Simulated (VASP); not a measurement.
The system is SnSe.

```
CELL_PARAMETERS angstrom
11.42000 0.00000 0.00000
0.00000 4.19000 0.00000
0.00000 0.00000 4.46000
ATOMIC_POSITIONS crystal
Sn 0.87700 0.75000 0.90900
Sn 0.62300 0.25000 0.40900
Sn 0.37700 0.75000 0.59100
Sn 0.12300 0.25000 0.09100
Se 0.64300 0.75000 0.98400
Se 0.85700 0.25000 0.48400
Se 0.14300 0.75000 0.51600
Se 0.35700 0.25000 0.01600
```

```yaml
Program: VASP 6.6.1
Task: relaxation of cell and atoms
Functional: SVWN5
Potentials_or_basis: VASP PAW PBE potentials, release 64 (Sn_d, Se)
Cutoff: 600 eV
k_mesh: 3 × 6 × 6
Occupations: fermi-dirac, width 0.05 eV
Spin: no spin polarisation
```

At the start: pressure -2.0 GPa; volume 26.68 Å³/atom.

Task: How do energy, volume and symmetry change on relaxing?

Result: Over 19 steps the energy falls by 14.6 meV/atom and the volume is 25.16 Å³/atom (-5.7 %); space group Pnma (No. 62, to 0.1 Å) before and after.

The path:
| step | energy change (eV) | largest force (eV/Å) | pressure (GPa) | volume (Å³) |
| --- | --- | --- | --- | --- |
| 1 | 0.0000 | 0.1898 | -1.96 | 213.41 |
| 2 | -0.0841 | 0.2599 | 0.54 | 203.45 |
| 3 | -0.0856 | 0.2403 | 0.22 | 204.56 |
| 4 | -0.0975 | 0.1322 | -0.14 | 204.63 |
| 5 | -0.0993 | 0.0937 | -0.32 | 204.67 |
| 6 | -0.1094 | 0.0641 | -0.20 | 203.18 |
| 7 | -0.1139 | 0.0321 | 0.18 | 199.94 |
| 8 | -0.1153 | 0.0311 | 0.06 | 201.01 |
| 9 | -0.1153 | 0.0306 | 0.07 | 200.93 |
| 10 | -0.1156 | 0.0263 | -0.04 | 201.28 |
| 11 | -0.1157 | 0.0248 | -0.10 | 201.46 |
| 12 | -0.1159 | 0.0178 | -0.07 | 201.39 |
| 13 | -0.1162 | 0.0124 | 0.01 | 201.19 |
| 14 | -0.1162 | 0.0125 | 0.00 | 201.21 |
| 15 | -0.1163 | 0.0084 | 0.03 | 201.18 |
| 16 | -0.1164 | 0.0115 | 0.04 | 201.15 |
| 17 | -0.1164 | 0.0099 | -0.03 | 201.29 |
| 18 | -0.1164 | 0.0096 | -0.05 | 201.36 |
| 19 | -0.1165 | 0.0098 | -0.03 | 201.31 |

Final structure:
```xyz
8
Lattice="11.3359 0.0000 0.0000 0.0000 4.1223 0.0000 0.0000 0.0000 4.3080" Properties=species:S:1:pos:R:3 pbc="T T T"
Sn    9.9987    3.0917    3.9228
Sn    7.0051    1.0306    1.7688
Sn    4.3308    3.0917    2.5392
Sn    1.3372    1.0306    0.3852
Se    7.2781    3.0917    4.2162
Se    9.7257    1.0306    2.0622
Se    1.6102    3.0917    2.2458
Se    4.0577    1.0306    0.0918
```

Caveat: the PAW data sets were made with another functional, which shifts forces and pressure a little.
